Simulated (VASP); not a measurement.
A run of VASP 6.6.1:

INCAR

```
PREC = Accurate
ENCUT = 520
EDIFF = 1E-6
ISMEAR = 1
SIGMA = 0.15
LREAL = F
LASPH = T
NELM = 80
ALGO = Normal
ISIF = 2
LWAVE = F
LCHARG = F
GGA = PE
NBANDS = 16
```

KPOINTS

```
Automatic mesh
0
Gamma
  9 9 6
```

File POSCAR:

```
AgB2
1.0
    3.0268040000      0.0000000000      0.0000000000
   -1.5134020000      2.6212890000      0.0000000000
    0.0000000000      0.0000000000      4.0639220000
Ag B
1 2
Direct
    0.0000000000      0.0000000000      0.0000000000
    0.3333330000      0.6666670000      0.5000000000
    0.6666670000      0.3333330000      0.5000000000
```

Potentials or basis: VASP PAW PBE potentials, release 64 (Ag, B).

Launch:

```bash
$ cat potpaw_PBE.64/Ag/POTCAR potpaw_PBE.64/B/POTCAR > POTCAR
$ mpirun -np 1 vasp_std > vasp.out
```

Hardware: 1 thread of AMD EPYC 7R13 (shared host).

Task: How long does it take, and how much memory?

Result: Run time: 42 s on 1 thread of AMD EPYC 7R13, on a shared host, peak memory 0.13 GiB. Counts: scf iterations 14, k points 48.
